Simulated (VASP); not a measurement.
# Pd (Fm-3m) in VASP: a series of runs

The runs below take Pd through single point, with revPBE+D3(BJ), BLYP+D4.

Everything below comes from runs of VASP 6.6.1. Logs are shortened: lines on timing, memory, paths and dates and some standing lists are left out, and cuts for length are marked.

### Step 1. The cell of the first run

It takes space group Fm-3m (No. 225, cubic). Conventional cell: a = 3.944 Å, b = 3.944 Å, c = 3.944 Å, α = 90.00°, β = 90.00°, γ = 90.00°. Pd (site symmetry m-3m) has 12 Pd at 2.79 Å within 3.7 Å.

### Step 2. Single point, revPBE+D3(BJ)

File INCAR:

```
ALGO = Normal ; EDIFF = 1E-7
ENCUT = 520 ; GGA = RE
ISIF = 2 ; ISMEAR = -1
IVDW = 12 ; LASPH = True
LCHARG = False ; LREAL = False
LWAVE = False ; NBANDS = 11
NELM = 100 ; PREC = Accurate
SIGMA = 0.05
```

File KPOINTS:

```
k-points
0
Gamma
  12 12 12
```

File POSCAR:

```
Pd
1.0
    0.0000000000      1.9721147795      1.9721147795
    1.9721147795      0.0000000000      1.9721147795
    1.9721147795      1.9721147795      0.0000000000
Pd
1
Direct
    0.0000000000      0.0000000000      0.0000000000
```

Potentials or basis: VASP PAW PBE potentials, release 64 (Pd).

Run with:

```sh
cat potpaw_PBE.64/Pd/POTCAR > POTCAR
mpirun -np 1 vasp_std > vasp.out
```

OUTCAR:

```text
EDIFF = 1E-7
   ENCUT = 520
   GGA = RE
   ISIF = 2
   ISMEAR = -1
   IVDW = 12
   LASPH = True
   LREAL = False
   NELM = 100
   PREC = Accurate
 IVDW          = 12

 ion  position               nearest neighbor table
   1  0.000  0.000  0.000-

  LATTYP: Found a face centered cubic cell.
 ALAT       =     3.9442295590

  Lattice vectors:

 A1 = (   0.0000000000,   1.9721147795,   1.9721147795)
 A2 = (   1.9721147795,   0.0000000000,   1.9721147795)
 A3 = (   1.9721147795,   1.9721147795,   0.0000000000)

Analysis of symmetry for initial positions (statically):
[... 33 lines left out ...]
                                     Primitive cell

  volume of cell :      15.3400

  direct lattice vectors                    reciprocal lattice vectors
     0.000000000  1.972114780  1.972114780    -0.253534939  0.253534939  0.253534939
     1.972114780  0.000000000  1.972114780     0.253534939 -0.253534939  0.253534939
     1.972114780  1.972114780  0.000000000     0.253534939  0.253534939 -0.253534939

  length of vectors
     2.788991468  2.788991468  2.788991468     0.439135396  0.439135396  0.439135396

  position of ions in fractional coordinates (direct lattice)
     0.000000000  0.000000000  0.000000000

  ion indices of the primitive-cell ions
   primitive index   ion index
                 1           1

----------------------------------------------------------------------------------------

 KPOINTS: k-points

Automatic generation of k-mesh.
 Grid dimensions read from file:
 generate k-points for:   12   12   12

 Generating k-lattice:

  Cartesian coordinates                     Fractional coordinates (reciprocal lattice)
    -0.021127912  0.021127912  0.021127912     0.083333333  0.000000000  0.000000000
     0.021127912 -0.021127912  0.021127912     0.000000000  0.083333333  0.000000000
     0.021127912  0.021127912 -0.021127912     0.000000000  0.000000000  0.083333333

  Length of vectors
     0.036594616  0.036594616  0.036594616

  Shift w.r.t. Gamma in fractional coordinates (k-lattice)
     0.000000000  0.000000000  0.000000000

 Subroutine IBZKPT returns following result:
 ===========================================

 Found     72 irreducible k-points:

 Following reciprocal coordinates:
            Coordinates               Weight
  0.000000  0.000000  0.000000      1.000000
  0.083333  0.000000  0.000000      8.000000
  0.166667  0.000000  0.000000      8.000000
  0.250000  0.000000  0.000000      8.000000
  0.333333  0.000000  0.000000      8.000000
  0.416667  0.000000  0.000000      8.000000
[... 16 lines left out ...]
  0.500000  0.166667  0.000000     24.000000
 -0.416667  0.166667  0.000000     24.000000
 [... further k-points ...]
   k-points           NKPTS =     72   k-points in BZ     NKDIM =     72   number of bands    NBANDS=     11
   number of dos      NEDOS =    301   number of ions     NIONS =      1
   total plane-waves  NPLWV =  13824
   dimension x,y,z NGX =    24 NGY =   24 NGZ =   24
   dimension x,y,z NGXF=    48 NGYF=   48 NGZF=   48
   ions per type =               1
   NGX,Y,Z   is equivalent  to a cutoff of  14.31, 14.31, 14.31 a.u.
   NGXF,Y,Z  is equivalent  to a cutoff of  28.61, 28.61, 28.61 a.u.
 SYSTEM =  unknown system
   PREC   = accura    normal or accurate (medium, high low for compatibility)
   ISTART =      0    job   : 0-new  1-cont  2-samecut
   ICHARG =      2    charge: 1-file 2-atom 10-const
   ISPIN  =      1    spin polarized calculation?
   LNONCOLLINEAR =      F non collinear calculations
   LSORBIT =      F    spin-orbit coupling
   LASPH  =      T    aspherical Exc in radial PAW
   ENCUT  =  520.0 eV  38.22 Ry    6.18 a.u.   5.19  5.19  5.19*2*pi/ulx,y,z
   NELM   =    100;   NELMIN=  2; NELMDL= -5     # of ELM steps
   EDIFF  = 0.1E-06   stopping-criterion for ELM
   LREAL  =      F    real-space projection
   EDIFFG = 0.1E-05   stopping-criterion for IOM
   NSW    =      0    number of steps for IOM
   IBRION =     -1    ionic relax: 0-MD 1-quasi-New 2-CG
   NFREE  =      0    steps in history (QN), initial steepest desc. (CG)
   ISIF   =      2    stress and relaxation
   ISYM   =      2    0-nonsym 1-usesym 2-fastsym
   POTIM  = 0.5000    time-step for ionic-motion
   TEBEG  =    0.0;   TEEND  =   0.0 temperature during run
   PSTRESS=    0.0 pullay stress
   NELECT =      10.0000    total number of electrons
   NUPDOWN=      -1.0000    fix difference up-down
   EMIN   =  10.00;   EMAX   =-10.00  energy-range for DOS
   EFERMI =   0.00;   METHOD = LEGACY
   ISMEAR =    -1;   SIGMA  =   0.05  broadening in eV -4-tet -1-fermi 0-gaus
   EFERMI_NEDOS =   21; number of points for ismear=-14 and -15
   IALGO  =     38    algorithm
   IMIX   =      4    mixing-type and parameters
     AMIX     =   0.40;   BMIX     =  1.00
     AMIX_MAG =   1.60;   BMIX_MAG =  1.00
  volume/ion in A,a.u.               =      15.34       103.52
  Fermi-wavevector in a.u.,A,eV,Ry     =   1.419491  2.682449 27.415123  2.014955
  Thomas-Fermi vector in A             =   2.540506
   LORBIT       =      0    0 simple, 1 ext, 2 COOP (PROOUT), +10 PAW based schemes
   GGA     = RE    functional components
   LHFCALC =     F    Hartree Fock is set to
   AEXX    =    0.0000 exact exchange contribution
   IVDW    =    12    specifies the selected vdW correction
   LEPSILON=     F    determine dielectric tensor
   LRPA    =     F    only Hartree local field effects (RPA)
 non-spin polarized calculation
  energy-cutoff  :      520.00
  volume of cell :       15.34
 maximum number of plane-waves:       432
 NGX is ok and might be reduce to    24
   NGX = 11   NGY = 11   NGZ = 11

 number of electron      10.0000000 magnetization

 Free energy of the ion-electron system (eV)
  ---------------------------------------------------
  ext. energy  EPLUGINS =         0.00000000
  ---------------------------------------------------
  free energy    TOTEN  =        -4.75556307 eV

  energy without entropy =       -4.73508803  energy(sigma->0) =       -4.74532555

 E-fermi :   9.1795     XC(G=0): -12.8650

 val. band max:        9.1793816523   @ k =  -0.3333   0.4167   0.0833
 cond. band min:       9.1799436116   @ k =   0.5000   0.0833   0.0000
 fundamental gap:      0.0005619593
 Fermi energy:         9.1794521467

 k-point     1 :       0.0000    0.0000    0.0000
  band No.  band energies     occupation
      1       2.4041      2.00000
      2       6.5422      2.00000
      3       6.5422      2.00000
      4       6.5422      2.00000
      5       8.0457      2.00000
      6       8.0457      2.00000
      7      26.3755      0.00000
      8      30.9530      0.00000
      9      30.9530      0.00000
     10      30.9530      0.00000
     11      35.5548      0.00000

 k-point     2 :       0.0833    0.0000    0.0000
  band No.  band energies     occupation
      1       2.6459      2.00000
      2       6.4627      2.00000
      3       6.6219      2.00000
      4       6.6219      2.00000
      5       8.0101      2.00000
      6       8.0101      2.00000
      7      26.5941      0.00000
      8      29.4578      0.00000
      9      31.2108      0.00000
     10      31.2108      0.00000
     11      35.6950      0.00000

 k-point     3 :       0.1667    0.0000    0.0000
  band No.  band energies     occupation
      1       3.3026      2.00000
      2       6.3265      2.00000
      3       6.7833      2.00000
      4       6.7833      2.00000
      5       7.9879      2.00000
      6       7.9879      2.00000
      7      26.2045      0.00000
      8      27.6124      0.00000
      9      31.8661      0.00000
     10      31.8661      0.00000
     11      35.0523      0.00000

 k-point     4 :       0.2500    0.0000    0.0000
  band No.  band energies     occupation
      1       4.0447      2.00000
      2       6.5270      2.00000
      3       6.8172      2.00000
      4       6.8172      2.00000
      5       8.1903      2.00000
      6       8.1903      2.00000
      7      23.4297      0.00000
      8      27.3371      0.00000
      9      32.3619      0.00000
     10      32.3619      0.00000
     11      34.6722      0.00000

 k-point     5 :       0.3333    0.0000    0.0000
  band No.  band energies     occupation
      1       4.3139      2.00000
      2       6.6895      2.00000
      3       6.6895      2.00000
      4       7.6372      2.00000
      5       8.6136      1.99998
      6       8.6136      1.99998
      7      20.3687      0.00000
      8      26.6176      0.00000
      9      31.5484      0.00000
     10      31.5484      0.00000
     11      35.1399      0.00000

 k-point     6 :       0.4167    0.0000    0.0000
  band No.  band energies     occupation
      1       4.2662      2.00000
      2       6.5534      2.00000
      3       6.5534      2.00000
      4       9.0099      1.93481
      5       9.0099      1.93481
      6       9.3223      0.10856
      7      17.6111      0.00000
      8      25.9660      0.00000
      9      30.4159      0.00000
     10      30.4159      0.00000
     11      35.6902      0.00000

 k-point     7 :       0.5000    0.0000    0.0000
  band No.  band energies     occupation
      1       4.2236      2.00000
      2       6.4995      2.00000
      3       6.4995      2.00000
      4       9.1695      1.09957
      5       9.1695      1.09957
      6      10.3370      0.00000
      7      16.2478      0.00000
      8      25.7253      0.00000
      9      29.9713      0.00000
     10      29.9713      0.00000
     11      35.6746      0.00000

 k-point     8 :       0.0833    0.0833    0.0000
  band No.  band energies     occupation
      1       2.7267      2.00000
      2       6.3727      2.00000
      3       6.6852      2.00000
      4       6.6852      2.00000
      5       7.8737      2.00000
      6       8.1137      2.00000
      7      26.7025      0.00000
      8      29.8994      0.00000
      9      30.6643      0.00000
     10      30.6643      0.00000
     11      35.6997      0.00000
[... 141 lines left out ...]
 k-point    19 :       0.1667    0.1667    0.0000
  band No.  band energies     occupation
      1       3.6035      2.00000
      2       5.9342      2.00000
      3       7.1018      2.00000
      4       7.1018      2.00000
      5       7.4936      2.00000
      6       8.3032      2.00000
      7      27.5478      0.00000
      8      28.5097      0.00000
      9      29.3016      0.00000
     10      29.3016      0.00000
     11      35.4407      0.00000

 k-point    20 :       0.2500    0.1667    0.0000
  band No.  band energies     occupation
      1       4.2354      2.00000
      2       5.7094      2.00000
      3       7.0291      2.00000
      4       7.3221      2.00000
      5       7.8237      2.00000
      6       8.4753      2.00000
      7      25.9845      0.00000
      8      27.8847      0.00000
      9      28.4060      0.00000
     10      29.7810      0.00000
     11      34.3158      0.00000

 k-point    21 :       0.3333    0.1667    0.0000
  band No.  band energies     occupation
      1       4.7468      2.00000
      2       5.7957      2.00000
      3       6.7176      2.00000
      4       7.3345      2.00000
      5       8.8059      1.99886
      6       8.8551      1.99696
      7      22.8750      0.00000
      8      27.2252      0.00000
      9      27.7310      0.00000
     10      29.9073      0.00000
     11      34.8731      0.00000

 k-point    22 :       0.4167    0.1667    0.0000
  band No.  band energies     occupation
      1       4.7879      2.00000
      2       6.1545      2.00000
      3       6.7181      2.00000
      4       7.2048      2.00000
      5       9.1279      1.47426
      6      10.3956      0.00000
      7      19.7372      0.00000
      8      26.2442      0.00000
      9      27.4109      0.00000
     10      29.1301      0.00000
     11      35.6942      0.00000

 k-point    23 :       0.5000    0.1667    0.0000
  band No.  band energies     occupation
      1       4.7546      2.00000
      2       6.0972      2.00000
      3       7.0684      2.00000
      4       7.2203      2.00000
      5       9.2094      0.70892
      6      12.2274      0.00000
      7      17.0580      0.00000
      8      25.3807      0.00000
      9      27.6839      0.00000
     10      28.2503      0.00000
     11      35.7112      0.00000

 k-point    24 :      -0.4167    0.1667    0.0000
  band No.  band energies     occupation
      1       4.8034      2.00000
      2       6.1032      2.00000
      3       7.0039      2.00000
      4       7.4140      2.00000
      5       8.9606      1.97517
      6      12.7684      0.00000
      7      16.5438      0.00000
      8      24.7777      0.00000
      9      27.8372      0.00000
     10      28.7097      0.00000
     11      35.7022      0.00000

 [... further k-points ...]

------------------------ aborting loop because EDIFF is reached ----------------------------------------

 Edisp (eV)   -1.22388

 E8    (eV) :    -0.8620

  FORCE on cell =-STRESS in cart. coord.  units (eV):
  Direction    XX          YY          ZZ          XY          YZ          ZX
  --------------------------------------------------------------------------------------
  -------------------------------------------------------------------------------------
  Total      -1.02495    -1.02495    -1.02495     0.00000     0.00000     0.00000
  in kB    -107.05044  -107.05044  -107.05044     0.00000     0.00000     0.00000
  external pressure =     -107.05 kB  Pullay stress =        0.00 kB

 VOLUME and BASIS-vectors are now :
 -----------------------------------------------------------------------------
  energy-cutoff  :      520.00
  volume of cell :       15.34
      direct lattice vectors                 reciprocal lattice vectors
     0.000000000  1.972114780  1.972114780    -0.253534939  0.253534939  0.253534939
     1.972114780  0.000000000  1.972114780     0.253534939 -0.253534939  0.253534939
     1.972114780  1.972114780  0.000000000     0.253534939  0.253534939 -0.253534939

 POSITION                                       TOTAL-FORCE (eV/Angst)
 -----------------------------------------------------------------------------------
      0.00000      0.00000      0.00000         0.000000     -0.000000      0.000000
 -----------------------------------------------------------------------------------
    total drift:                               -0.000000      0.000000     -0.000000

  FREE ENERGIE OF THE ION-ELECTRON SYSTEM (eV)
  ---------------------------------------------------
  free  energy   TOTEN  =        -5.9794407921 eV

  energy  without entropy=       -5.9589657462  energy(sigma->0) =       -5.96920327
```

Wall time 6.7 s (1 thread of Intel Xeon Platinum 8488C (Sapphire Rapids), shared host); peak memory 0.15 GiB.

Results:

* Free energy: -5.9794 eV
* Pressure: -10.7 GPa
* Band gap on the k mesh: zero (band 5 reaches 9.47 eV, above the bottom of band 6 at 7.99 eV)
* Dispersion energy per atom: -1.224 eV

Caveat: the PAW data sets were made with another functional, which shifts forces and pressure a little; pairwise dispersion overbinds metals, which lowers pressure and volume.

### Step 3. Single point, revPBE+D3(BJ)

This run uses another cell than the first one, of 15.64 Å³/atom, 1.019 times its volume.

File INCAR:

```
SYSTEM = Pd
PREC = Accurate ; ENCUT = 520
EDIFF = 1E-6 ; ISMEAR = -1
SIGMA = 0.05 ; LREAL = .False.
LASPH = .True. ; NELM = 60
ALGO = Normal ; ISIF = 2
LWAVE = .False. ; LCHARG = .False.
GGA = RE ; IVDW = 12
NBANDS = 11
```

File KPOINTS:

```
regular mesh
0
Gamma
  12 12 12
  0 0 0
```

File POSCAR:

```
Pd
1.0
    0.0000000000      1.9846763588      1.9846763588
    1.9846763588      0.0000000000      1.9846763588
    1.9846763588      1.9846763588      0.0000000000
Pd
1
Direct
    0.0000000000      0.0000000000      0.0000000000
```

Potentials or basis: VASP PAW PBE potentials, release 64 (Pd).

Run with:

```sh
cat potpaw_PBE.64/Pd/POTCAR > POTCAR
mpirun -np 1 vasp_std > vasp.out
```

OUTCAR:

```text
SYSTEM = Pd
   PREC = Accurate
   ENCUT = 520
   EDIFF = 1E-6
   ISMEAR = -1
   LREAL = .False.
   LASPH = .True.
   NELM = 60
   ISIF = 2
   GGA = RE
   IVDW = 12
 IVDW          = 12

 ion  position               nearest neighbor table
   1  0.000  0.000  0.000-

  LATTYP: Found a face centered cubic cell.
 ALAT       =     3.9693527176

  Lattice vectors:

 A1 = (   0.0000000000,   1.9846763588,   1.9846763588)
[... 515 lines left out ...]
     10      28.1966      0.00000
     11      35.5372      0.00000

 [... further k-points ...]

------------------------ aborting loop because EDIFF is reached ----------------------------------------

 Edisp (eV)   -1.19970

 E8    (eV) :    -0.8449

  FORCE on cell =-STRESS in cart. coord.  units (eV):
  Direction    XX          YY          ZZ          XY          YZ          ZX
  --------------------------------------------------------------------------------------
  -------------------------------------------------------------------------------------
  Total      -1.29133    -1.29133    -1.29133    -0.00000     0.00000    -0.00000
  in kB    -132.32690  -132.32690  -132.32690    -0.00000     0.00000    -0.00000
  external pressure =     -132.33 kB  Pullay stress =        0.00 kB

 VOLUME and BASIS-vectors are now :
 -----------------------------------------------------------------------------
  energy-cutoff  :      520.00
  volume of cell :       15.64
      direct lattice vectors                 reciprocal lattice vectors
     0.000000000  1.984676359  1.984676359    -0.251930244  0.251930244  0.251930244
     1.984676359  0.000000000  1.984676359     0.251930244 -0.251930244  0.251930244
     1.984676359  1.984676359  0.000000000     0.251930244  0.251930244 -0.251930244

 POSITION                                       TOTAL-FORCE (eV/Angst)
 -----------------------------------------------------------------------------------
      0.00000      0.00000      0.00000        -0.000000      0.000000      0.000000
 -----------------------------------------------------------------------------------
    total drift:                               -0.000000      0.000000     -0.000000

  FREE ENERGIE OF THE ION-ELECTRON SYSTEM (eV)
  ---------------------------------------------------
  free  energy   TOTEN  =        -5.9575105483 eV

  energy  without entropy=       -5.9365178867  energy(sigma->0) =       -5.94701422
```

stdout:

```text
POSCAR found type information on POSCAR Pd
 POSCAR found :  1 types and       1 ions
 scaLAPACK will be used
 -----------------------------------------------------------------------------
|                                                                             |
|                                                                             |
|     You enforced a specific xc type in the INCAR file but a different       |
|     I HOPE YOU KNOW WHAT YOU ARE DOING!                                     |
|                                                                             |
 -----------------------------------------------------------------------------

 LDA part: xc-table for (Slater+PW92), standard interpolation
 POSCAR, INCAR and KPOINTS ok, starting setup
 FFT: planning ... GRIDC
 FFT: planning ... GRID_SOFT
 FFT: planning ... GRID
 WAVECAR not read
 entering main loop
```

Wall time 6.2 s (1 thread of Intel Xeon Platinum 8488C (Sapphire Rapids), shared host); peak memory 0.15 GiB.

What came out:

```yaml
Free_energy: -5.9575 eV
Pressure: -13.2 GPa
Band_gap_on_the_k_mesh: zero (band 5 reaches 9.15 eV, above the bottom of band 6 at 7.72 eV)
Dispersion_energy_per_atom: -1.200 eV
```

Levels at points of the mesh, in eV from the Fermi level:
```csv
k point,band 1,band 2,band 3,band 4,band 5,band 6,band 7,band 8,band 9,band 10
"(0.00, 0.00, 0.00)",-6.63,-2.56,-2.56,-2.56,-1.10,-1.10,17.18,21.65,21.65,21.65
"(0.50, 0.00, 0.00)",-4.82,-2.60,-2.60,-0.01,-0.01,1.20,6.92,16.52,20.60,20.60
"(0.50, 0.50, 0.00)",-4.88,-4.62,-0.04,0.27,0.27,3.42,10.24,12.96,12.96,20.78
```

Caveat: the PAW data sets were made with another functional, which shifts forces and pressure a little; pairwise dispersion overbinds metals, which lowers pressure and volume.

[end of part 1 of 2]
